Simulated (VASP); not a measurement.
Here is a VASP 6.6.1 calculation.

File INCAR:

```
SYSTEM = Mg3ZrN2
PREC = Accurate
ENCUT = 520
EDIFF = 1E-6
ISMEAR = 0
SIGMA = 0.2
LREAL = .False.
LASPH = .True.
NELM = 80
ALGO = Normal
ISIF = 2
LWAVE = .False.
LCHARG = .True.
GGA = PE
LELF = .True.
LVHAR = .True.
NBANDS = 23
```

File KPOINTS:

```
Automatic mesh
0
Gamma
  4 4 4
  0 0 0
```

The input POSCAR:

```
Mg3ZrN2
1.0
    5.1879042145      0.0000000000      0.0000000000
    0.0000000000      5.1879042145      0.0000000000
    0.0000000000      0.0000000000      5.6351992691
Mg Zr N
3 1 2
Direct
    0.0000000000      0.5000000000      0.5000000000
    0.5000000000      0.0000000000      0.5000000000
    0.0000000000      0.0000000000      0.0000000000
    0.0000000000      0.0000000000      0.5000000000
    0.5000000000      0.5000000000      0.5000000000
    0.5000000000      0.5000000000      0.0000000000
```

Potentials or basis: VASP PAW PBE potentials, release 64 (Mg, Zr_sv, N).

Command:

```sh
$ cat potpaw_PBE.64/Mg/POTCAR potpaw_PBE.64/Zr_sv/POTCAR potpaw_PBE.64/N/POTCAR > POTCAR
$ mpirun -np 1 vasp_std > vasp.out
```

Predict the pressure.

0.0 GPa.

Predict the band gap on the k mesh.

zero (band 14 reaches 1.29 eV, above the bottom of band 15 at 0.94 eV).
